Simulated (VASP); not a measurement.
# Sb (I4/mmm) in VASP: further runs, part 2 of 2

VASP 6.6.1.

## (3) Single point, r2SCAN

Contents of POSCAR:

```
Sb
1.0
   -1.5765401800      1.5765401800      2.7119384300
    1.5765401800     -1.5765401800      2.7119384300
    1.5765401800      1.5765401800     -2.7119384300
Sb
1
Direct
    0.0000000000      0.0000000000      0.0000000000
```

Contents of INCAR.step1:

```
SYSTEM = Sb
PREC = Accurate ; ENCUT = 520
ISMEAR = -1 ; SIGMA = 0.01
LREAL = .FALSE. ; LASPH = .TRUE.
NELM = 80 ; NBANDS = 8
GGA = PE ; ALGO = Normal
EDIFF = 1E-4 ; LWAVE = .TRUE.
LCHARG = .FALSE.
```

Contents of INCAR.step2:

```
SYSTEM = Sb
PREC = Accurate ; ENCUT = 520
EDIFF = 1E-6 ; ISMEAR = -1
SIGMA = 0.01 ; LREAL = .FALSE.
LASPH = .TRUE. ; NELM = 80
ALGO = Normal ; ISIF = 2
LWAVE = .FALSE. ; LCHARG = .FALSE.
METAGGA = R2SCAN ; LMIXTAU = .TRUE.
NBANDS = 8 ; ISTART = 1
```

Contents of KPOINTS:

```
Automatic mesh
0
G
  5 5 5
  0 0 0
```

Potentials or basis: VASP PAW PBE potentials, release 64 (Sb).

Launch:

```console
$ cat potpaw_PBE.64/Sb/POTCAR > POTCAR
$ cp INCAR.step1 INCAR
$ mpirun -np 1 vasp_std > vasp.out
$ cp INCAR.step2 INCAR
$ mpirun -np 1 vasp_std > vasp.out
```

OUTCAR:

```text
SYSTEM = Sb
   PREC = Accurate
   ENCUT = 520
   EDIFF = 1E-6
   ISMEAR = -1
   LREAL = .FALSE.
   LASPH = .TRUE.
   NELM = 80
   ISIF = 2
   METAGGA = R2SCAN
   ISTART = 1

 ion  position               nearest neighbor table
   1  0.000  0.000  0.000-

  LATTYP: Found a body centered tetragonal cell.
 ALAT       =     3.1530803600
 C/A-ratio  =     1.7201835160

  Lattice vectors:

 A1 = (  -1.5765401800,   1.5765401800,   2.7119384300)
 A2 = (   1.5765401800,  -1.5765401800,   2.7119384300)
 A3 = (   1.5765401800,   1.5765401800,  -2.7119384300)

Analysis of symmetry for initial positions (statically):
=====================================================================
 Subroutine PRICEL returns:
 Original cell was already a primitive cell.

 Routine SETGRP: Setting up the symmetry group for a
 body centered tetragonal supercell.

 Subroutine GETGRP returns: Found 16 space group operations
 (whereof 16 operations were pure point group operations)
 out of a pool of 16 trial point group operations.

The static configuration has the point symmetry D_4h.

Analysis of symmetry for dynamics (positions and initial velocities):
=====================================================================
 Subroutine PRICEL returns:
 Original cell was already a primitive cell.

 Routine SETGRP: Setting up the symmetry group for a
 body centered tetragonal supercell.

 Subroutine GETGRP returns: Found 16 space group operations
 (whereof 16 operations were pure point group operations)
 out of a pool of 16 trial point group operations.

The dynamic configuration has the point symmetry D_4h.

 Subroutine INISYM returns: Found 16 space group operations
 (whereof 16 operations are pure point group operations),
 and found     1 'primitive' translations

----------------------------------------------------------------------------------------

                                     Primitive cell

  volume of cell :      26.9619

  direct lattice vectors                    reciprocal lattice vectors
    -1.576540180  1.576540180  2.711938430     0.000000000  0.317150179  0.184369967
     1.576540180 -1.576540180  2.711938430     0.317150179  0.000000000  0.184369967
     1.576540180  1.576540180 -2.711938430     0.317150179  0.317150179  0.000000000

  length of vectors
     3.510778820  3.510778820  3.510778820     0.366846727  0.366846727  0.448518084

  position of ions in fractional coordinates (direct lattice)
     0.000000000  0.000000000  0.000000000

  ion indices of the primitive-cell ions
   primitive index   ion index
                 1           1

----------------------------------------------------------------------------------------

 KPOINTS: Automatic mesh

Automatic generation of k-mesh.
 Grid dimensions read from file:
 generate k-points for:    5    5    5

 Generating k-lattice:

  Cartesian coordinates                     Fractional coordinates (reciprocal lattice)
     0.000000000  0.063430036  0.036873993     0.200000000 -0.000000000  0.000000000
     0.063430036  0.000000000  0.036873993    -0.000000000  0.200000000  0.000000000
     0.063430036  0.063430036  0.000000000     0.000000000  0.000000000  0.200000000

  Length of vectors
     0.073369345  0.073369345  0.089703617

  Shift w.r.t. Gamma in fractional coordinates (k-lattice)
     0.000000000  0.000000000  0.000000000

 Subroutine IBZKPT returns following result:
 ===========================================

 Found     18 irreducible k-points:

 Following reciprocal coordinates:
            Coordinates               Weight
  0.000000  0.000000  0.000000      1.000000
  0.200000  0.000000 -0.000000      8.000000
  0.400000  0.000000  0.000000      8.000000
  0.200000  0.200000 -0.000000      8.000000
  0.400000  0.200000  0.000000     16.000000
 -0.400000  0.200000 -0.000000     16.000000
[... 10 lines left out ...]
 -0.400000  0.400000  0.400000      4.000000
 -0.400000 -0.400000  0.400000      2.000000
   k-points           NKPTS =     18   k-points in BZ     NKDIM =     18   number of bands    NBANDS=      8
   number of dos      NEDOS =    301   number of ions     NIONS =      1
   total plane-waves  NPLWV =  21952
   dimension x,y,z NGX =    28 NGY =   28 NGZ =   28
   dimension x,y,z NGXF=    56 NGYF=   56 NGZF=   56
   ions per type =               1
   NGX,Y,Z   is equivalent  to a cutoff of  13.26, 13.26, 13.26 a.u.
   NGXF,Y,Z  is equivalent  to a cutoff of  26.52, 26.52, 26.52 a.u.
 SYSTEM =  Sb
   PREC   = accura    normal or accurate (medium, high low for compatibility)
   ISTART =      1    job   : 0-new  1-cont  2-samecut
   ICHARG =      0    charge: 1-file 2-atom 10-const
   ISPIN  =      1    spin polarized calculation?
   LNONCOLLINEAR =      F non collinear calculations
   LSORBIT =      F    spin-orbit coupling
   LASPH  =      T    aspherical Exc in radial PAW
   ENCUT  =  520.0 eV  38.22 Ry    6.18 a.u.   6.53  6.53  6.53*2*pi/ulx,y,z
   NELM   =     80;   NELMIN=  2; NELMDL=  0     # of ELM steps
   EDIFF  = 0.1E-05   stopping-criterion for ELM
   LREAL  =      F    real-space projection
   EDIFFG = 0.1E-04   stopping-criterion for IOM
   NSW    =      0    number of steps for IOM
   IBRION =     -1    ionic relax: 0-MD 1-quasi-New 2-CG
   NFREE  =      0    steps in history (QN), initial steepest desc. (CG)
   ISIF   =      2    stress and relaxation
   ISYM   =      2    0-nonsym 1-usesym 2-fastsym
   POTIM  = 0.5000    time-step for ionic-motion
   TEBEG  =    0.0;   TEEND  =   0.0 temperature during run
   PSTRESS=    0.0 pullay stress
   NELECT =       5.0000    total number of electrons
   NUPDOWN=      -1.0000    fix difference up-down
   EMIN   =  10.00;   EMAX   =-10.00  energy-range for DOS
   EFERMI =   0.00;   METHOD = LEGACY
   ISMEAR =    -1;   SIGMA  =   0.01  broadening in eV -4-tet -1-fermi 0-gaus
   EFERMI_NEDOS =   21; number of points for ismear=-14 and -15
   IALGO  =     38    algorithm
   IMIX   =      4    mixing-type and parameters
     AMIX     =   0.40;   BMIX     =  1.00
     AMIX_MAG =   1.60;   BMIX_MAG =  1.00
  volume/ion in A,a.u.               =      26.96       181.95
  Fermi-wavevector in a.u.,A,eV,Ry     =   0.933573  1.764197 11.858269  0.871558
  Thomas-Fermi vector in A             =   2.060288
   LORBIT       =      0    0 simple, 1 ext, 2 COOP (PROOUT), +10 PAW based schemes
   METAGGA = R2SCAN    functional components
   LHFCALC =     F    Hartree Fock is set to
   AEXX    =    0.0000 exact exchange contribution
   IVDW    =     0    specifies the selected vdW correction
   LEPSILON=     F    determine dielectric tensor
   LRPA    =     F    only Hartree local field effects (RPA)
 non-spin polarized calculation
  energy-cutoff  :      520.00
  volume of cell :       26.96
 maximum number of plane-waves:       747
 NGX is ok and might be reduce to    28
   NGX = 13   NGY = 13   NGZ = 13

 number of electron       5.0000000 magnetization

 Free energy of the ion-electron system (eV)
  ---------------------------------------------------
  ext. energy  EPLUGINS =         0.00000000
  ---------------------------------------------------
  free energy    TOTEN  =       -25.17703866 eV

  energy without entropy =      -25.17500690  energy(sigma->0) =      -25.17602278

 E-fermi :   8.6544     XC(G=0): -10.7916

 val. band max:        8.6426941027   @ k =   0.4000   0.4000   0.0000
 cond. band min:       8.6674805618   @ k =   0.4000   0.2000   0.0000
 fundamental gap:      0.0247864591
 Fermi energy:         8.6543602404

 k-point     1 :       0.0000    0.0000    0.0000
  band No.  band energies     occupation
      1      -5.1387      2.00000
      2      13.3296      0.00000
      3      14.1833      0.00000
      4      14.1833      0.00000
      5      18.1517      0.00000
      6      19.6725      0.00000
      7      19.7344      0.00000
      8      19.7344      0.00000
[... 177 lines left out ...]
 k-point    18 :      -0.4000   -0.4000    0.4000
  band No.  band energies     occupation
      1      -2.0308      2.00000
      2       3.6953      2.00000
      3      10.8851      0.00000
      4      10.8851      0.00000
      5      14.7765      0.00000
      6      15.3621      0.00000
      7      26.5353      0.00000
      8      26.5353      0.00000

------------------------ aborting loop because EDIFF is reached ----------------------------------------

  FORCE on cell =-STRESS in cart. coord.  units (eV):
  Direction    XX          YY          ZZ          XY          YZ          ZX
  --------------------------------------------------------------------------------------
  -------------------------------------------------------------------------------------
  Total        0.0049578      0.0049578      0.3758995      0.0000000     -0.0000000      0.0000000
  in kB        0.2946138      0.2946138     22.3373925      0.0000000     -0.0000000      0.0000000
  external PRESSURE =       7.6422067 kB  Pullay stress =       0.0000000 kB

 VOLUME and BASIS-vectors are now :
 -----------------------------------------------------------------------------
  energy-cutoff  :      520.00
  volume of cell :       26.96
      direct lattice vectors                 reciprocal lattice vectors
    -1.576540180  1.576540180  2.711938430     0.000000000  0.317150179  0.184369967
     1.576540180 -1.576540180  2.711938430     0.317150179  0.000000000  0.184369967
     1.576540180  1.576540180 -2.711938430     0.317150179  0.317150179  0.000000000

 POSITION                                       TOTAL-FORCE (eV/Angst)
 -----------------------------------------------------------------------------------
      0.00000      0.00000      0.00000         0.000000      0.000000     -0.000000
 -----------------------------------------------------------------------------------
    total drift:                                0.000000     -0.000000      0.000000

  FREE ENERGIE OF THE ION-ELECTRON SYSTEM (eV)
  ---------------------------------------------------
  free  energy   TOTEN  =       -25.1770386558 eV

  energy  without entropy=      -25.1750068979  energy(sigma->0) =      -25.17602278
```

OUTCAR.step1:

```text
SYSTEM = Sb
   PREC = Accurate
   ENCUT = 520
   ISMEAR = -1
   LREAL = .FALSE.
   LASPH = .TRUE.
[... 407 lines left out ...]
 -----------------------------------------------------------------------------------
      0.00000      0.00000      0.00000         0.000000     -0.000000      0.000000
 -----------------------------------------------------------------------------------
    total drift:                               -0.000000      0.000000      0.000000

  FREE ENERGIE OF THE ION-ELECTRON SYSTEM (eV)
  ---------------------------------------------------
  free  energy   TOTEN  =        -3.7556649244 eV

  energy  without entropy=       -3.7531478679  energy(sigma->0) =       -3.75440640
```

OSZICAR.step1:

```text
N       E                     dE             d eps       ncg     rms          rms(c)
DAV:   1     0.447141104334E+01    0.44714E+01   -0.16760E+03   296   0.410E+02
DAV:   2    -0.366956527477E+01   -0.81410E+01   -0.75241E+01   400   0.498E+01
DAV:   3    -0.376049492652E+01   -0.90930E-01   -0.90651E-01   400   0.626E+00
DAV:   4    -0.376075039895E+01   -0.25547E-03   -0.25547E-03   400   0.372E-01
DAV:   5    -0.376075141585E+01   -0.10169E-05   -0.10160E-05   392   0.164E-02    0.175E+00
DAV:   6    -0.375744274837E+01    0.33087E-02   -0.19261E-03   328   0.230E-01    0.100E+00
DAV:   7    -0.375565211665E+01    0.17906E-02   -0.41192E-03   328   0.336E-01    0.560E-02
DAV:   8    -0.375566492441E+01   -0.12808E-04   -0.63339E-05   408   0.604E-02
   1 F= -.37556649E+01 E0= -.37544064E+01  d E =-.251706E-02
```

Wall time 14 s (1 thread of Intel Xeon Platinum 8559C (Emerald Rapids), shared host); peak memory 0.16 GiB.

Results:

```
Free energy : -25.1770 eV
Pressure    : 0.8 GPa
```

Caveat: the k points lie up to 0.56 Å⁻¹ apart; the PAW data sets were made with another functional, which shifts forces and pressure a little; spin-orbit coupling is left out, which moves the levels of the heavy elements.
